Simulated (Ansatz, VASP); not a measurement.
**Be4ZnSe: VASP beside Ansatz**

```
Be Zn Se
1.0
     3.73779    0.00000    0.00000
    -1.86890    3.23702    0.00000
     0.00000    0.00000    6.03469
Be Zn Se
4 1 1
Direct
  0.33333 0.66667 0.69165
  0.33333 0.66667 0.30835
  0.66667 0.33333 0.69165
  0.66667 0.33333 0.30835
  0.00000 0.00000 0.50000
  0.00000 0.00000 0.00000
```

Change from the starting cell: species swapped into the TiB4Mo type (P6/mmm, No. 191).

Alike in both runs: functional PBE; k mesh 6 × 6 × 3; occupations gaussian, width 0.2 eV; no spin polarisation.

Ansatz relaxed the structure, and its values are those at the end. VASP's run is a single point on that final structure, the one shown.

```csv
,VASP,Ansatz
version,VASP 6.6.1,Ansatz 0.2.0
potentials or method,"VASP PAW PBE potentials, release 64 (Be, Zn, Se), cutoff 600 eV","scalar-relativistic, plane waves, PAW"
valence electrons in the cell,26,36
```

```csv
,VASP,Ansatz,Ansatz less VASP
gap on the k mesh at the Fermi level (eV),none,none,-
pressure (GPa),0.3,0.2,-0.13
rms of the force components (eV/Å),0.009,0.005,-0.0039
```

A gap of «none» marks a metal or a gap that the smearing closes. The functional is the same, so the differences come from potentials, cutoffs and numerics. VASP's potentials hold 26 valence electrons a cell and Ansatz's 36, so a difference there can come from the potentials and not from the codes.
